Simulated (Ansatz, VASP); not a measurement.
# One calculation of Au, two programs

```
CELL_PARAMETERS angstrom
0.00000 2.07827 2.07827
2.07827 0.00000 2.07827
2.07827 2.07827 0.00000
ATOMIC_POSITIONS crystal
Au 0.00000 0.00000 0.00000
```

Alike in both runs: task electric field gradients; functional r2SCAN; k mesh 14 × 14 × 14; occupations fermi-dirac, width 0.03 eV; no spin polarisation.

|  | VASP | Ansatz |
| --- | --- | --- |
| version | VASP 6.6.1 | Ansatz 0.2.0 |
| potentials or method | VASP PAW PBE potentials, release 64 (Au) | PAW with Ansatz's default frozen-core files, scalar-relativistic |
| plane-wave cutoff (eV) | 520 | 500 |
| valence electrons in the cell | 11 | 19 |

```tsv
	VASP	Ansatz	Ansatz less VASP
pressure (GPa)	-3.1	-3.4	-0.21
```

VASP's potentials were made for PBE, not for r2SCAN. VASP's potentials hold 11 valence electrons a cell and Ansatz's 19, so a difference there can come from the potentials and not from the codes.

Spin-orbit coupling is off throughout.
